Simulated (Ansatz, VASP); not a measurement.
Two plane-wave programs on Cr

```
Cr
1.0
     2.30626    0.00000    0.00000
     0.00000    2.30626    0.00000
     0.00000    0.00000    2.30626
Cr
1
Direct
  0.00000 0.00000 0.00000
```

Alike in both runs: functional PBEsol; k mesh 18 × 18 × 18; occupations gaussian, width 0.1 eV; no spin polarisation.

Ansatz relaxed the structure, and its values are those at the end. VASP's run is a single point on that final structure, the one shown.

|  | VASP | Ansatz |
| --- | --- | --- |
| version | VASP 6.6.1 | Ansatz 0.2.0 |
| potentials or method | VASP PAW PBE potentials, release 64 (Cr_pv), cutoff 520 eV | scalar-relativistic, plane waves, PAW |
| valence electrons in the cell | 12 | 14 |

Ansatz gave:

| Item | Value |
| --- | --- |
| gap on the k mesh at the Fermi level (eV) | none |
| pressure (GPa) | 0.1 |

Q: Which values does VASP return?

A: gap on the k mesh at the Fermi level (eV): none; pressure (GPa): 0.0.

VASP's potentials were made for PBE, not for PBEsol. A gap of «none» marks a metal or a gap that the smearing closes. The functional is the same, so the differences come from potentials, cutoffs and numerics. VASP's potentials hold 12 valence electrons a cell and Ansatz's 14, so a difference there can come from the potentials and not from the codes.
